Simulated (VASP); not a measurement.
Crystal: Ni.

```
CELL_PARAMETERS angstrom
0.00000 1.76194 1.76194
1.76194 0.00000 1.76194
1.76194 1.76194 0.00000
ATOMIC_POSITIONS crystal
Ni 0.00000 0.00000 0.00000
```

- Program: VASP 6.6.1
- Task: relaxation of cell and atoms
- Functional: PBEsol
- Potentials or basis: VASP PAW PBE potentials, release 64 (Ni)
- Cutoff: 600 eV
- k mesh: 11 × 11 × 11
- Occupations: fermi-dirac, width 0.02 eV
- Spin: collinear spin, ferromagnetic start
- Starting moments: [1.5] μB

At the start: pressure -11.0 GPa; volume 10.94 Å³/atom.

Q: Where does the relaxation end?

A: Over 3 steps the energy falls by 21.4 meV/atom and the volume is 10.36 Å³/atom (-5.3 %); space group Fm-3m (No. 225, to 0.1 Å) before and after; moment 0.57 μB per cell.

The path:
```csv
step,energy change (eV),largest force (eV/Å),pressure (GPa),volume (Å³)
1,0.0000,0.0000,-11.01,10.94
2,0.0031,0.0000,14.80,9.79
3,-0.0214,0.0000,-0.09,10.36
```

Final structure:
```cif
data_structure
_symmetry_space_group_name_H-M 'P 1'
_symmetry_Int_Tables_number 1
_cell_length_a 2.4468
_cell_length_b 2.4468
_cell_length_c 2.4468
_cell_angle_alpha 60.000
_cell_angle_beta 60.000
_cell_angle_gamma 60.000
_cell_volume 10.36
loop_
_atom_site_label
_atom_site_type_symbol
_atom_site_fract_x
_atom_site_fract_y
_atom_site_fract_z
_atom_site_occupancy
Ni1 Ni 0.00000 0.00000 0.00000 1
```

Caveat: the PAW data sets were made with another functional, which shifts forces and pressure a little.
